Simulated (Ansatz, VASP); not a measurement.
ZnSe: VASP beside Ansatz

The input INCAR:

```
SYSTEM = ZnSe
  PREC = Accurate
  ENCUT = 520
  EDIFF = 1E-6
  ISMEAR = 0
  SIGMA = 0.01
  LREAL = .FALSE.
  LASPH = .TRUE.
  NELM = 60
  ALGO = Normal
  ISIF = 2
  LWAVE = .FALSE.
  LCHARG = .FALSE.
  GGA = PE
  NBANDS = 16
```

File KPOINTS:

```
regular mesh
0
G
  8 8 8
  0 0 0
```

Contents of POSCAR:

```
ZnSe
1.0
    0.0000000000      2.8324246793      2.8324246793
    2.8324246793      0.0000000000      2.8324246793
    2.8324246793      2.8324246793      0.0000000000
Zn Se
1 1
Direct
    0.0000000000      0.0000000000      0.0000000000
    0.2500000000      0.2500000000      0.2500000000
```

Input for Ansatz:

```yaml
crystal:
  lattice:
    - [0.0, 2.8324246793, 2.8324246793]
    - [2.8324246793, 0.0, 2.8324246793]
    - [2.8324246793, 2.8324246793, 0.0]
  atoms:
    - { symbol: Zn, position: [0.0, 0.0, 0.0] }
    - { symbol: Se, position: [0.25, 0.25, 0.25] }
kpoints:
  mp_grid: { grid: [8, 8, 8] }
  band_path:
    path:
      - [0.0, 0.0, 0.0]
      - [-0.5, -0.5, 0.0]
      - [-0.375, -0.375, 0.25]
      - [-0.375, 0.0, 0.375]
      - [0.0, 0.0, 0.5]
      - [-0.5, -0.25, 0.25]
    npoints: 1
hamiltonian:
  xc: pbe
scf:
  occupations: { method: fixed }
  n_extra_bands: 4
output:
  forces: true
  stress: true
  eigenvalues: true
```

Alike in both runs: task single point; functional PBE; k mesh 8 × 8 × 8; no spin polarisation.

|  | VASP | Ansatz |
| --- | --- | --- |
| version | VASP 6.6.1 | Ansatz 0.2.0 |
| potentials or method | VASP PAW PBE potentials, release 64 (Zn, Se) | plane waves, PAW |
| plane-wave cutoff (eV) | 520 | 420 |
| occupations | gaussian, width 0.01 eV | fixed |
| valence electrons in the cell | 18 | 28 |

```tsv
	VASP	Ansatz	Ansatz less VASP
gap on the k mesh at the Fermi level (eV)	1.30	1.29	-0.002
pressure (GPa)	2.4	2.2	-0.24
```

VASP's potentials hold 18 valence electrons a cell and Ansatz's 28, so a difference there can come from the potentials and not from the codes.
